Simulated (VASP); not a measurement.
# Os (P6_3/mmc) in VASP: further runs

Aim: see how the results for Os move with the level of theory and the settings. Levels: LDA, PBE+D4. Tasks: single point.

Everything below comes from runs of VASP 6.6.1. Logs are shortened: lines on timing, memory, paths and dates and some standing lists are left out, and cuts for length are marked.

## (1) The cell of the first run

Symmetry: P6_3/mmc, No. 194, hexagonal system. Conventional cell: a = 2.770 Å, b = 2.770 Å, c = 4.377 Å, α = 90.00°, β = 90.00°, γ = 120.00°. Within 3.6 Å of Os (site symmetry -6m2) lie 12 Os at 2.71 to 2.77 Å.

## (2) Single point, LDA

File INCAR:

```
SYSTEM = Os
PREC = Accurate
ENCUT = 520
EDIFF = 1E-6
ISMEAR = -1
SIGMA = 0.05
LREAL = .FALSE.
LASPH = .TRUE.
NELM = 60
ALGO = Normal
ISIF = 2
LWAVE = .FALSE.
LCHARG = .FALSE.
GGA = CA
NBANDS = 15
```

File KPOINTS:

```
Automatic mesh
0
G
  11 11 6
  0 0 0
```

File POSCAR:

```
Os
1.0
    2.7700791260      0.0000000000      0.0000000000
   -1.3850395630      2.3989588936      0.0000000000
    0.0000000000      0.0000000000      4.3765446767
Os
2
Direct
    0.6666666667      0.3333333333      0.7500000000
    0.3333333333      0.6666666667      0.2500000000
```

Potentials or basis: VASP PAW LDA potentials, release 64 (Os).

The run is started by

```console
$ cat potpaw_LDA.64/Os/POTCAR > POTCAR
$ mpirun -np 1 vasp_std > vasp.out
```

OUTCAR:

```text
SYSTEM = Os
   PREC = Accurate
   ENCUT = 520
   EDIFF = 1E-6
   ISMEAR = -1
   LREAL = .FALSE.
   LASPH = .TRUE.
   NELM = 60
   ISIF = 2
   GGA = CA

 ion  position               nearest neighbor table
   1  0.667  0.333  0.750-   2 2.71   2 2.71   2 2.71   2 2.71   2 2.71   2 2.71
   2  0.333  0.667  0.250-   1 2.71   1 2.71   1 2.71   1 2.71   1 2.71   1 2.71

  LATTYP: Found a hexagonal cell.
 ALAT       =     2.7700791260
 C/A-ratio  =     1.5799348963

  Lattice vectors:

 A1 = (   2.7700791260,   0.0000000000,   0.0000000000)
 A2 = (  -1.3850395630,   2.3989588936,   0.0000000000)
 A3 = (   0.0000000000,   0.0000000000,   4.3765446767)

Analysis of symmetry for initial positions (statically):
=====================================================================
 Subroutine PRICEL returns:
 Original cell was already a primitive cell.

 Routine SETGRP: Setting up the symmetry group for a
 hexagonal supercell.

 Subroutine GETGRP returns: Found 24 space group operations
 (whereof 12 operations were pure point group operations)
 out of a pool of 24 trial point group operations.

The static configuration has the point symmetry D_3d.
 The point group associated with its full space group is D_6h.

Analysis of symmetry for dynamics (positions and initial velocities):
=====================================================================
 Subroutine PRICEL returns:
 Original cell was already a primitive cell.

 Routine SETGRP: Setting up the symmetry group for a
 hexagonal supercell.

 Subroutine GETGRP returns: Found 24 space group operations
 (whereof 12 operations were pure point group operations)
 out of a pool of 24 trial point group operations.

The dynamic configuration has the point symmetry D_3d.
 The point group associated with its full space group is D_6h.

 Subroutine INISYM returns: Found 24 space group operations
 (whereof 12 operations are pure point group operations),
 and found     1 'primitive' translations

----------------------------------------------------------------------------------------

                                     Primitive cell

  volume of cell :      29.0835

  direct lattice vectors                    reciprocal lattice vectors
     2.770079126  0.000000000  0.000000000     0.361000518  0.208423746  0.000000000
    -1.385039563  2.398958894  0.000000000     0.000000000  0.416847493  0.000000000
     0.000000000  0.000000000  4.376544677     0.000000000  0.000000000  0.228490756

  length of vectors
     2.770079126  2.770079126  4.376544677     0.416847493  0.416847493  0.228490756

  position of ions in fractional coordinates (direct lattice)
     0.666666667  0.333333333  0.750000000
     0.333333333  0.666666667  0.250000000

  ion indices of the primitive-cell ions
   primitive index   ion index
                 1           1
                 2           2

----------------------------------------------------------------------------------------

 KPOINTS: Automatic mesh

Automatic generation of k-mesh.
 Grid dimensions read from file:
 generate k-points for:   11   11    6

 Generating k-lattice:

  Cartesian coordinates                     Fractional coordinates (reciprocal lattice)
     0.032818229  0.018947613  0.000000000     0.090909091  0.000000000  0.000000000
     0.000000000  0.037895227  0.000000000     0.000000000  0.090909091  0.000000000
     0.000000000  0.000000000  0.038081793     0.000000000  0.000000000  0.166666667

  Length of vectors
     0.037895227  0.037895227  0.038081793

  Shift w.r.t. Gamma in fractional coordinates (k-lattice)
     0.000000000  0.000000000  0.000000000

 Subroutine IBZKPT returns following result:
 ===========================================

 Found     64 irreducible k-points:

 Following reciprocal coordinates:
            Coordinates               Weight
  0.000000  0.000000  0.000000      1.000000
  0.090909  0.000000  0.000000      6.000000
  0.181818  0.000000  0.000000      6.000000
  0.272727  0.000000  0.000000      6.000000
  0.363636  0.000000  0.000000      6.000000
  0.454545  0.000000  0.000000      6.000000
[... 16 lines left out ...]
  0.090909  0.090909  0.166667     12.000000
  0.181818  0.090909  0.166667     24.000000
 [... further k-points ...]
   k-points           NKPTS =     64   k-points in BZ     NKDIM =     64   number of bands    NBANDS=     15
   number of dos      NEDOS =    301   number of ions     NIONS =      2
   total plane-waves  NPLWV =  20736
   dimension x,y,z NGX =    24 NGY =   24 NGZ =   36
   dimension x,y,z NGXF=    48 NGYF=   48 NGZF=   72
   ions per type =               2
   NGX,Y,Z   is equivalent  to a cutoff of  14.40, 14.40, 13.67 a.u.
   NGXF,Y,Z  is equivalent  to a cutoff of  28.81, 28.81, 27.35 a.u.
 SYSTEM =  Os
   PREC   = accura    normal or accurate (medium, high low for compatibility)
   ISTART =      0    job   : 0-new  1-cont  2-samecut
   ICHARG =      2    charge: 1-file 2-atom 10-const
   ISPIN  =      1    spin polarized calculation?
   LNONCOLLINEAR =      F non collinear calculations
   LSORBIT =      F    spin-orbit coupling
   LASPH  =      T    aspherical Exc in radial PAW
   ENCUT  =  520.0 eV  38.22 Ry    6.18 a.u.   5.15  5.15  8.14*2*pi/ulx,y,z
   NELM   =     60;   NELMIN=  2; NELMDL= -5     # of ELM steps
   EDIFF  = 0.1E-05   stopping-criterion for ELM
   LREAL  =      F    real-space projection
   EDIFFG = 0.1E-04   stopping-criterion for IOM
   NSW    =      0    number of steps for IOM
   IBRION =     -1    ionic relax: 0-MD 1-quasi-New 2-CG
   NFREE  =      0    steps in history (QN), initial steepest desc. (CG)
   ISIF   =      2    stress and relaxation
   ISYM   =      2    0-nonsym 1-usesym 2-fastsym
   POTIM  = 0.5000    time-step for ionic-motion
   TEBEG  =    0.0;   TEEND  =   0.0 temperature during run
   PSTRESS=    0.0 pullay stress
   NELECT =      16.0000    total number of electrons
   NUPDOWN=      -1.0000    fix difference up-down
   EMIN   =  10.00;   EMAX   =-10.00  energy-range for DOS
   EFERMI =   0.00;   METHOD = LEGACY
   ISMEAR =    -1;   SIGMA  =   0.05  broadening in eV -4-tet -1-fermi 0-gaus
   EFERMI_NEDOS =   21; number of points for ismear=-14 and -15
   IALGO  =     38    algorithm
   IMIX   =      4    mixing-type and parameters
     AMIX     =   0.40;   BMIX     =  1.00
     AMIX_MAG =   1.60;   BMIX_MAG =  1.00
  volume/ion in A,a.u.               =      14.54        98.13
  Fermi-wavevector in a.u.,A,eV,Ry     =   1.341424  2.534924 24.482570  1.799418
  Thomas-Fermi vector in A             =   2.469659
   LORBIT       =      0    0 simple, 1 ext, 2 COOP (PROOUT), +10 PAW based schemes
   GGA     = CA    functional components
   LHFCALC =     F    Hartree Fock is set to
   AEXX    =    0.0000 exact exchange contribution
   IVDW    =     0    specifies the selected vdW correction
   LEPSILON=     F    determine dielectric tensor
   LRPA    =     F    only Hartree local field effects (RPA)
 non-spin polarized calculation
  energy-cutoff  :      520.00
  volume of cell :       29.08
 maximum number of plane-waves:       797
 NGX is ok and might be reduce to    24
   NGX = 11   NGY = 11   NGZ = 17

 number of electron      15.9999999 magnetization

 Free energy of the ion-electron system (eV)
  ---------------------------------------------------
  ext. energy  EPLUGINS =         0.00000000
  ---------------------------------------------------
  free energy    TOTEN  =       -25.17902472 eV

  energy without entropy =      -25.16474880  energy(sigma->0) =      -25.17188676

 E-fermi :   8.7449     XC(G=0): -13.9622

 val. band max:        8.7245185580   @ k =   0.3636   0.0000   0.3333
 cond. band min:       8.8056106111   @ k =   0.3636   0.0909   0.3333
 fundamental gap:      0.0810920531
 Fermi energy:         8.7449265903

 k-point     1 :       0.0000    0.0000    0.0000
  band No.  band energies     occupation
      1      -1.7194      2.00000
      2       1.4036      2.00000
      3       5.9124      2.00000
      4       5.9124      2.00000
      5       6.1365      2.00000
      6       6.6983      2.00000
      7       6.6983      2.00000
      8       7.3086      2.00000
      9       7.3086      2.00000
     10       8.9382      0.04105
     11      10.3764      0.00000
     12      10.3764      0.00000
     13      17.4113      0.00000
     14      22.9336      0.00000
     15      25.5727      0.00000

 k-point     2 :       0.0909    0.0000    0.0000
  band No.  band energies     occupation
      1      -1.4008      2.00000
      2       1.6821      2.00000
      3       5.3935      2.00000
      4       6.1903      2.00000
      5       6.4807      2.00000
      6       6.6258      2.00000
      7       6.8754      2.00000
      8       6.9571      2.00000
      9       7.0947      2.00000
     10       7.8622      2.00000
     11      10.5207      0.00000
     12      11.9828      0.00000
     13      17.3746      0.00000
     14      23.5571      0.00000
     15      25.9712      0.00000

 k-point     3 :       0.1818    0.0000    0.0000
  band No.  band energies     occupation
      1      -0.5175      2.00000
      2       2.3378      2.00000
      3       4.7913      2.00000
      4       5.5016      2.00000
      5       6.0921      2.00000
      6       6.6100      2.00000
      7       6.9939      2.00000
      8       7.2640      2.00000
      9       7.3216      2.00000
     10       7.6987      2.00000
     11      10.8146      0.00000
     12      14.2864      0.00000
     13      17.2021      0.00000
     14      24.3016      0.00000
     15      26.1497      0.00000

 k-point     4 :       0.2727    0.0000    0.0000
  band No.  band energies     occupation
      1       0.6711      2.00000
      2       2.6438      2.00000
      3       4.1894      2.00000
      4       4.7478      2.00000
      5       5.9563      2.00000
      6       6.0923      2.00000
      7       6.8651      2.00000
      8       8.2152      1.99995
      9       8.3928      1.99825
     10       8.8081      0.44103
     11      11.0763      0.00000
     12      16.6216      0.00000
     13      16.9268      0.00000
     14      21.6394      0.00000
     15      24.6090      0.00000
[... 307 lines left out ...]
 k-point    22 :       0.4545    0.0000    0.1667
  band No.  band energies     occupation
      1       1.6364      2.00000
      2       2.1510      2.00000
      3       3.5071      2.00000
      4       4.5515      2.00000
      5       5.7255      2.00000
      6       6.8660      2.00000
      7       7.9189      2.00000
      8      10.3749      0.00000
      9      10.7334      0.00000
     10      11.1732      0.00000
     11      11.8221      0.00000
     12      14.6423      0.00000
     13      17.2685      0.00000
     14      19.4615      0.00000
     15      21.4658      0.00000

 k-point    23 :       0.0909    0.0909    0.1667
  band No.  band energies     occupation
      1      -0.4985      2.00000
      2       2.2461      2.00000
      3       4.9255      2.00000
      4       5.2890      2.00000
      5       6.0115      2.00000
      6       6.3449      2.00000
      7       6.7948      2.00000
      8       7.1139      2.00000
      9       7.7869      2.00000
     10       7.8413      2.00000
     11      10.6264      0.00000
     12      12.6123      0.00000
     13      18.9141      0.00000
     14      24.0450      0.00000
     15      26.0453      0.00000

 k-point    24 :       0.1818    0.0909    0.1667
  band No.  band energies     occupation
      1       0.5052      2.00000
      2       2.9414      2.00000
      3       4.2968      2.00000
      4       4.5056      2.00000
      5       5.6818      2.00000
      6       6.2623      2.00000
      7       6.8061      2.00000
      8       7.6983      2.00000
      9       8.2783      1.99982
     10       8.6236      1.83778
     11      10.7742      0.00000
     12      14.0691      0.00000
     13      18.9569      0.00000
     14      23.4881      0.00000
     15      24.6302      0.00000

 [... further k-points ...]
[... 5 lines left out ...]
  --------------------------------------------------------------------------------------
  -------------------------------------------------------------------------------------
  Total       -4.0141901     -4.0141901     -4.3063517      0.0000000     -0.0000000      0.0000000
  in kB     -221.1373862   -221.1373862   -237.2322532      0.0000000     -0.0000000      0.0000000
  external PRESSURE =    -226.5023419 kB  Pullay stress =       0.0000000 kB

 VOLUME and BASIS-vectors are now :
 -----------------------------------------------------------------------------
  energy-cutoff  :      520.00
  volume of cell :       29.08
      direct lattice vectors                 reciprocal lattice vectors
     2.770079126  0.000000000  0.000000000     0.361000518  0.208423746  0.000000000
    -1.385039563  2.398958894  0.000000000     0.000000000  0.416847493  0.000000000
     0.000000000  0.000000000  4.376544677     0.000000000  0.000000000  0.228490756

 POSITION                                       TOTAL-FORCE (eV/Angst)
 -----------------------------------------------------------------------------------
      1.38504      0.79965      3.28241         0.000000     -0.000000      0.000000
     -0.00000      1.59931      1.09414        -0.000000      0.000000      0.000000
 -----------------------------------------------------------------------------------
    total drift:                                0.000000     -0.000000     -0.000000

  FREE ENERGIE OF THE ION-ELECTRON SYSTEM (eV)
  ---------------------------------------------------
  free  energy   TOTEN  =       -25.1790247175 eV

  energy  without entropy=      -25.1647487998  energy(sigma->0) =      -25.17188676
```

It took 18 s on 1 thread of Intel Xeon Platinum 8259CL at 2.50GHz (Skylake/Cascade Lake), shared host; peak memory 0.15 GiB.

What came out:

```yaml
Free_energy: -25.1790 eV
Pressure: -22.7 GPa
Band_gap_on_the_k_mesh: zero (band 8 reaches 10.74 eV, above the bottom of band 9 at 7.09 eV)
```

Stress tensor (GPa, compression positive):
```
-22.11   0.00   0.00
  0.00 -22.11   0.00
  0.00   0.00 -23.72
```

Caveat: spin-orbit coupling is left out, which moves the levels of the heavy elements.

## (3) Single point, PBE+D4

This run uses another cell than the first one, of 14.82 Å³/atom, 1.019 times its volume.

File INCAR:

```
SYSTEM = Os
PREC     = Accurate       ! precision mode
ENCUT    = 520            ! plane-wave cutoff, eV
EDIFF    = 1E-6           ! SCF threshold, eV
ISMEAR   = -1             ! smearing method
SIGMA    = 0.05           ! smearing width, eV
LREAL    = .False.        ! projectors in reciprocal space
LASPH    = .True.         ! aspherical terms in the spheres
NELM     = 60             ! most SCF steps
ALGO     = Normal         ! electronic algorithm
ISIF     = 2              ! what is computed and relaxed
LWAVE    = .False.        ! write WAVECAR
LCHARG   = .False.        ! write CHGCAR
GGA      = PE             ! functional
IVDW     = 13             ! dispersion correction
NBANDS   = 15             ! bands
```

File KPOINTS:

```
Automatic mesh
0
Gamma
  11 11 6
  0 0 0
```

File POSCAR:

```
Os
1.0
    2.7877234178      0.0000000000      0.0000000000
   -1.3938617089      2.4142392985      0.0000000000
    0.0000000000      0.0000000000      4.4044215090
Os
2
Direct
    0.6666666667      0.3333333333      0.7500000000
    0.3333333333      0.6666666667      0.2500000000
```

Potentials or basis: VASP PAW PBE potentials, release 64 (Os).

The run is started by

```console
$ cat potpaw_PBE.64/Os/POTCAR > POTCAR
$ mpirun -np 1 vasp_std > vasp.out
```

OUTCAR:

```text
SYSTEM = Os
   PREC = Accurate
   ENCUT = 520
   EDIFF = 1E-6
   ISMEAR = -1
   LREAL = .False.
   LASPH = .True.
   NELM = 60
   ISIF = 2
   GGA = PE
   IVDW = 13

 ion  position               nearest neighbor table
   1  0.667  0.333  0.750-   2 2.73   2 2.73   2 2.73   2 2.73   2 2.73   2 2.73
   2  0.333  0.667  0.250-   1 2.73   1 2.73   1 2.73   1 2.73   1 2.73   1 2.73

  LATTYP: Found a hexagonal cell.
 ALAT       =     2.7877234178
 C/A-ratio  =     1.5799348963

  Lattice vectors:

 A1 = (   2.7877234178,   0.0000000000,   0.0000000000)
 A2 = (  -1.3938617089,   2.4142392985,   0.0000000000)
[... 622 lines left out ...]

  Edisp (eV):   -1.32815

  FORCE on cell =-STRESS in cart. coord.  units (eV):
  Direction    XX          YY          ZZ          XY          YZ          ZX
  --------------------------------------------------------------------------------------
  -------------------------------------------------------------------------------------
  Total      -3.72849    -3.72849    -3.96595     0.00000     0.00000     0.00000
  in kB    -201.52282  -201.52282  -214.35759     0.00000     0.00000     0.00000
  external pressure =     -205.80 kB  Pullay stress =        0.00 kB

 VOLUME and BASIS-vectors are now :
 -----------------------------------------------------------------------------
  energy-cutoff  :      520.00
  volume of cell :       29.64
      direct lattice vectors                 reciprocal lattice vectors
     2.787723418  0.000000000  0.000000000     0.358715644  0.207104573  0.000000000
    -1.393861709  2.414239299  0.000000000     0.000000000  0.414209147  0.000000000
     0.000000000  0.000000000  4.404421509     0.000000000  0.000000000  0.227044573

 POSITION                                       TOTAL-FORCE (eV/Angst)
 -----------------------------------------------------------------------------------
      1.39386      0.80475      3.30332         0.000000      0.000000      0.000000
     -0.00000      1.60949      1.10111        -0.000000     -0.000000      0.000000
 -----------------------------------------------------------------------------------
    total drift:                               -0.000000      0.000000     -0.000000

  FREE ENERGIE OF THE ION-ELECTRON SYSTEM (eV)
  ---------------------------------------------------
  free  energy   TOTEN  =       -23.7699084051 eV

  energy  without entropy=      -23.7553686892  energy(sigma->0) =      -23.76263855
```

Run time: 20 s. Hardware: 1 thread of Intel Xeon Platinum 8259CL at 2.50GHz (Skylake/Cascade Lake), shared host; peak memory 0.17 GiB.

What came out:

```
Free energy                : -23.7699 eV
Pressure                   : -20.6 GPa
Band gap on the k mesh     : zero (band 8 reaches 10.50 eV, above the bottom of band 9 at 6.96 eV)
Dispersion energy per atom : -0.664 eV
```

Caveat: spin-orbit coupling is left out, which moves the levels of the heavy elements; pairwise dispersion overbinds metals, which lowers pressure and volume.
